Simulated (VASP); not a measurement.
# C (P6_3/mmc) in VASP: a series of runs, part 2 of 2

VASP 6.6.1. The steps go on from the part before.

## Step 4: Single point, r2SCAN

The COD entry that gives the cell may itself be a prediction, so a difference from it is no test against experiment.

This run uses another cell than the first one, of 5.67 Å³/atom, 1.005 times its volume.

The input, POSCAR:

```
C
1.0
    2.5221000000      0.0000000000      0.0000000000
   -1.2610500000      2.1842026709      0.0000000000
    0.0000000000      0.0000000000     12.3557000000
C
12
Direct
    0.0000000000      0.0000000000      0.1875000000
    0.0000000000      0.0000000000      0.6875000000
    0.0000000000      0.0000000000      0.3125000000
    0.0000000000      0.0000000000      0.8125000000
    0.3333333333      0.6666666667      0.5208300000
    0.6666666667      0.3333333333      0.0208300000
    0.3333333333      0.6666666667      0.9791700000
    0.6666666667      0.3333333333      0.4791700000
    0.3333333333      0.6666666667      0.6458300000
    0.6666666667      0.3333333333      0.1458300000
    0.3333333333      0.6666666667      0.8541700000
    0.6666666667      0.3333333333      0.3541700000
```

The input, INCAR.step1:

```
SYSTEM = C
PREC = Accurate
ENCUT = 520
ISMEAR = 0
SIGMA = 0.1
LREAL = .FALSE.
LASPH = .TRUE.
NELM = 80
NBANDS = 36
GGA = PE
ALGO = Normal
EDIFF = 1E-4
LWAVE = .TRUE.
LCHARG = .FALSE.
```

The input, INCAR.step2:

```
SYSTEM = C
PREC = Accurate
ENCUT = 520
EDIFF = 1E-6
ISMEAR = 0
SIGMA = 0.1
LREAL = .FALSE.
LASPH = .TRUE.
NELM = 80
ALGO = Normal
ISIF = 2
LWAVE = .FALSE.
LCHARG = .TRUE.
METAGGA = R2SCAN
LMIXTAU = .TRUE.
LELF = .TRUE.
LVHAR = .TRUE.
NBANDS = 36
ISTART = 1
```

The input, KPOINTS:

```
Automatic mesh
0
G
  12 12 2
  0 0 0
```

Potentials or basis: VASP PAW PBE potentials, release 64 (C).

On the command line:

```console
$ cat potpaw_PBE.64/C/POTCAR > POTCAR
$ cp INCAR.step1 INCAR
$ mpirun -np 1 vasp_std > vasp.out
$ cp INCAR.step2 INCAR
$ mpirun -np 1 vasp_std > vasp.out
```

OUTCAR:

```text
SYSTEM = C
   PREC = Accurate
   ENCUT = 520
   EDIFF = 1E-6
   ISMEAR = 0
   LREAL = .FALSE.
   LASPH = .TRUE.
   NELM = 80
   ISIF = 2
   METAGGA = R2SCAN
   ISTART = 1

 ion  position               nearest neighbor table
   1  0.000  0.000  0.188-   3 1.54  10 1.54  10 1.54  10 1.54
   2  0.000  0.000  0.688-   4 1.54   9 1.54   9 1.54   9 1.54
   3  0.000  0.000  0.312-   1 1.54  12 1.54  12 1.54  12 1.54
   4  0.000  0.000  0.812-   2 1.54  11 1.54  11 1.54  11 1.54
   5  0.333  0.667  0.521-   8 1.54   8 1.54   8 1.54   9 1.54
   6  0.667  0.333  0.021-   7 1.54   7 1.54   7 1.54  10 1.54
   7  0.333  0.667  0.979-   6 1.54   6 1.54   6 1.54  11 1.54
   8  0.667  0.333  0.479-   5 1.54   5 1.54   5 1.54  12 1.54
   9  0.333  0.667  0.646-   5 1.54   2 1.54   2 1.54   2 1.54
  10  0.667  0.333  0.146-   6 1.54   1 1.54   1 1.54   1 1.54
  11  0.333  0.667  0.854-   7 1.54   4 1.54   4 1.54   4 1.54
  12  0.667  0.333  0.354-   8 1.54   3 1.54   3 1.54   3 1.54

  LATTYP: Found a hexagonal cell.
 ALAT       =     2.5221000000
 C/A-ratio  =     4.8989730780

  Lattice vectors:

 A1 = (   2.5221000000,   0.0000000000,   0.0000000000)
 A2 = (  -1.2610500000,   2.1842026709,   0.0000000000)
 A3 = (   0.0000000000,   0.0000000000,  12.3557000000)

Analysis of symmetry for initial positions (statically):
=====================================================================
 Subroutine PRICEL returns:
 Original cell was already a primitive cell.

 Routine SETGRP: Setting up the symmetry group for a
 hexagonal supercell.

 Subroutine GETGRP returns: Found 24 space group operations
 (whereof 12 operations were pure point group operations)
 out of a pool of 24 trial point group operations.

The static configuration has the point symmetry D_3d.
 The point group associated with its full space group is D_6h.

Analysis of symmetry for dynamics (positions and initial velocities):
=====================================================================
 Subroutine PRICEL returns:
 Original cell was already a primitive cell.

 Routine SETGRP: Setting up the symmetry group for a
 hexagonal supercell.

 Subroutine GETGRP returns: Found 24 space group operations
 (whereof 12 operations were pure point group operations)
 out of a pool of 24 trial point group operations.

The dynamic configuration has the point symmetry D_3d.
 The point group associated with its full space group is D_6h.

 Subroutine INISYM returns: Found 24 space group operations
 (whereof 12 operations are pure point group operations),
 and found     1 'primitive' translations

----------------------------------------------------------------------------------------

                                     Primitive cell

  volume of cell :      68.0648

  direct lattice vectors                    reciprocal lattice vectors
     2.522100000  0.000000000  0.000000000     0.396494984  0.228916486  0.000000000
    -1.261050000  2.184202671  0.000000000     0.000000000  0.457832972  0.000000000
     0.000000000  0.000000000 12.355700000     0.000000000  0.000000000  0.080934306

  length of vectors
     2.522100000  2.522100000 12.355700000     0.457832972  0.457832972  0.080934306

  position of ions in fractional coordinates (direct lattice)
     0.000000000  0.000000000  0.187500000
[... 50 lines left out ...]

 Found     38 irreducible k-points:

 Following reciprocal coordinates:
            Coordinates               Weight
  0.000000  0.000000  0.000000      1.000000
  0.083333 -0.000000  0.000000      6.000000
  0.166667 -0.000000  0.000000      6.000000
  0.250000  0.000000  0.000000      6.000000
  0.333333  0.000000  0.000000      6.000000
  0.416667  0.000000  0.000000      6.000000
[... 16 lines left out ...]
  0.250000  0.000000  0.500000      6.000000
  0.333333  0.000000  0.500000      6.000000
 [... further k-points ...]
   k-points           NKPTS =     38   k-points in BZ     NKDIM =     38   number of bands    NBANDS=     36
   number of dos      NEDOS =    301   number of ions     NIONS =     12
   total plane-waves  NPLWV =  38400
   dimension x,y,z NGX =    20 NGY =   20 NGZ =   96
   dimension x,y,z NGXF=    40 NGYF=   40 NGZF=  192
   ions per type =              12
   NGX,Y,Z   is equivalent  to a cutoff of  13.18, 13.18, 12.92 a.u.
   NGXF,Y,Z  is equivalent  to a cutoff of  26.37, 26.37, 25.83 a.u.
 SYSTEM =  C
   PREC   = accura    normal or accurate (medium, high low for compatibility)
   ISTART =      1    job   : 0-new  1-cont  2-samecut
   ICHARG =      0    charge: 1-file 2-atom 10-const
   ISPIN  =      1    spin polarized calculation?
   LNONCOLLINEAR =      F non collinear calculations
   LSORBIT =      F    spin-orbit coupling
   LASPH  =      T    aspherical Exc in radial PAW
   ENCUT  =  520.0 eV  38.22 Ry    6.18 a.u.   4.69  4.69 22.97*2*pi/ulx,y,z
   NELM   =     80;   NELMIN=  2; NELMDL=  0     # of ELM steps
   EDIFF  = 0.1E-05   stopping-criterion for ELM
   LREAL  =      F    real-space projection
[... 7 lines left out ...]
   TEBEG  =    0.0;   TEEND  =   0.0 temperature during run
   PSTRESS=    0.0 pullay stress
   NELECT =      48.0000    total number of electrons
   NUPDOWN=      -1.0000    fix difference up-down
   EMIN   =  10.00;   EMAX   =-10.00  energy-range for DOS
   EFERMI =   0.00;   METHOD = LEGACY
   ISMEAR =     0;   SIGMA  =   0.10  broadening in eV -4-tet -1-fermi 0-gaus
   EFERMI_NEDOS =   21; number of points for ismear=-14 and -15
   IALGO  =     38    algorithm
   IMIX   =      4    mixing-type and parameters
     AMIX     =   0.40;   BMIX     =  1.00
     AMIX_MAG =   1.60;   BMIX_MAG =  1.00
  volume/ion in A,a.u.               =       5.67        38.28
  Fermi-wavevector in a.u.,A,eV,Ry     =   1.457184  2.753678 28.890408  2.123385
  Thomas-Fermi vector in A             =   2.574015
   LORBIT       =      0    0 simple, 1 ext, 2 COOP (PROOUT), +10 PAW based schemes
   METAGGA = R2SCAN    functional components
   LHFCALC =     F    Hartree Fock is set to
   AEXX    =    0.0000 exact exchange contribution
   IVDW    =     0    specifies the selected vdW correction
   LEPSILON=     F    determine dielectric tensor
   LRPA    =     F    only Hartree local field effects (RPA)
 non-spin polarized calculation
 Gauss-broadening in eV      SIGMA  =   0.10
  energy-cutoff  :      520.00
  volume of cell :       68.06
 maximum number of plane-waves:      1860
 NGX is ok and might be reduce to    20
   NGX =  9   NGY =  9   NGZ = 45

 number of electron      47.9999995 magnetization

 Free energy of the ion-electron system (eV)
  ---------------------------------------------------
  ext. energy  EPLUGINS =         0.00000000
  ---------------------------------------------------
  free energy    TOTEN  =      -117.84304435 eV

  energy without entropy =     -117.84304435  energy(sigma->0) =     -117.84304435

 E-fermi :  10.2547     XC(G=0): -14.2557

 val. band max:        9.8110372855   @ k =   0.0000   0.0000   0.0000
 cond. band min:      14.3846012265   @ k =   0.3333   0.0000   0.0000
 fundamental gap:      4.5735639410
 Fermi energy:        10.2547190993

 k-point     1 :       0.0000    0.0000    0.0000
  band No.  band energies     occupation
      1     -12.9917      2.00000
      2     -12.2125      2.00000
      3     -12.1657      2.00000
      4      -9.8508      2.00000
      5      -9.8287      2.00000
      6      -7.0203      2.00000
[... 925 lines left out ...]
     35      19.5861      0.00000
     36      19.5861      0.00000

 [... further k-points ...]
[... 5 lines left out ...]
  --------------------------------------------------------------------------------------
  -------------------------------------------------------------------------------------
  Total       -1.6720734     -1.6720734      2.0357084      0.0000000      0.0000000      0.0000000
  in kB      -39.3589347    -39.3589347     47.9185381      0.0000000      0.0000000      0.0000000
  external PRESSURE =     -10.2664438 kB  Pullay stress =       0.0000000 kB

 VOLUME and BASIS-vectors are now :
 -----------------------------------------------------------------------------
  energy-cutoff  :      520.00
  volume of cell :       68.06
      direct lattice vectors                 reciprocal lattice vectors
     2.522100000  0.000000000  0.000000000     0.396494984  0.228916486  0.000000000
    -1.261050000  2.184202671  0.000000000     0.000000000  0.457832972  0.000000000
     0.000000000  0.000000000 12.355700000     0.000000000  0.000000000  0.080934306

 POSITION                                       TOTAL-FORCE (eV/Angst)
 -----------------------------------------------------------------------------------
      0.00000      0.00000      2.31669         0.000000     -0.000000     -0.344025
      0.00000      0.00000      8.49454        -0.000000      0.000000     -0.344025
      0.00000      0.00000      3.86116         0.000000      0.000000      0.344025
      0.00000      0.00000     10.03901        -0.000000      0.000000      0.344025
     -0.00000      1.45614      6.43522        -0.000000      0.000000      0.029467
      1.26105      0.72807      0.25737        -0.000000      0.000000      0.029467
     -0.00000      1.45614     12.09833        -0.000000     -0.000000     -0.029467
      1.26105      0.72807      5.92048         0.000000      0.000000     -0.029467
     -0.00000      1.45614      7.97968         0.000000      0.000000     -0.339675
      1.26105      0.72807      1.80183         0.000000     -0.000000     -0.339675
     -0.00000      1.45614     10.55387        -0.000000      0.000000      0.339675
      1.26105      0.72807      4.37602         0.000000     -0.000000      0.339675
 -----------------------------------------------------------------------------------
    total drift:                               -0.000000      0.000000      0.000000

  FREE ENERGIE OF THE ION-ELECTRON SYSTEM (eV)
  ---------------------------------------------------
  free  energy   TOTEN  =      -117.8430443450 eV

  energy  without entropy=     -117.8430443450  energy(sigma->0) =     -117.84304435
```

Run time: 5.9 min. Hardware: 1 thread of Intel Xeon Platinum 8259CL at 2.50GHz (Skylake/Cascade Lake), shared host; peak memory 0.22 GiB.

Results:

```
Free energy            : -117.8430 eV
Pressure               : -1.0 GPa
Largest force          : 0.344 eV/Å
Band gap on the k mesh : 4.57 eV, indirect (least direct gap 5.53 eV)
```

Forces on the atoms (eV/Å):
```
C    0.000  0.000 -0.344
C    0.000  0.000 -0.344
C    0.000  0.000  0.344
C    0.000  0.000  0.344
C    0.000  0.000  0.029
C    0.000  0.000  0.029
C    0.000  0.000 -0.029
C    0.000  0.000 -0.029
C    0.000  0.000 -0.340
C    0.000  0.000 -0.340
C    0.000  0.000  0.340
C    0.000  0.000  0.340
```

Stress tensor (GPa, compression positive):
```
-3.94  0.00  0.00
 0.00 -3.94  0.00
 0.00  0.00  4.79
```

Caveat: the PAW data sets were made with another functional, which shifts forces and pressure a little.
